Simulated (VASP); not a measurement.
The system is Pb.

```
CELL_PARAMETERS angstrom
0.00000 2.52356 2.52356
2.52356 0.00000 2.52356
2.52356 2.52356 0.00000
ATOMIC_POSITIONS crystal
Pb 0.00000 0.00000 0.00000
```

Base run:

* Program: VASP 6.6.1
* Functional: PBE
* Dispersion: D3(BJ)
* Potentials or basis: VASP PAW PBE potentials, release 64 (Pb_d)
* Cutoff: 520 eV
* k mesh: 9 × 9 × 9
* Occupations: fermi-dirac, width 0.05 eV
* Spin: no spin polarisation

Its results: band gap on the k mesh zero (band 7 reaches 13.61 eV, above the bottom of band 8 at 5.22 eV); pressure -2.3 GPa.

Q: The run is repeated on the same cell with these changes: dispersion from D3(BJ) to none. What comes out?

A: Band gap on the k mesh zero (band 7 reaches 13.61 eV, above the bottom of band 8 at 5.22 eV); pressure -0.4 GPa.

Dispersion adds attraction, which lowers the pressure at fixed volume and, as a term added to the energy, leaves the levels alone.

Caveats: spin-orbit coupling is left out, which moves the levels of the heavy elements; pairwise dispersion overbinds metals, which lowers pressure and volume (some runs).
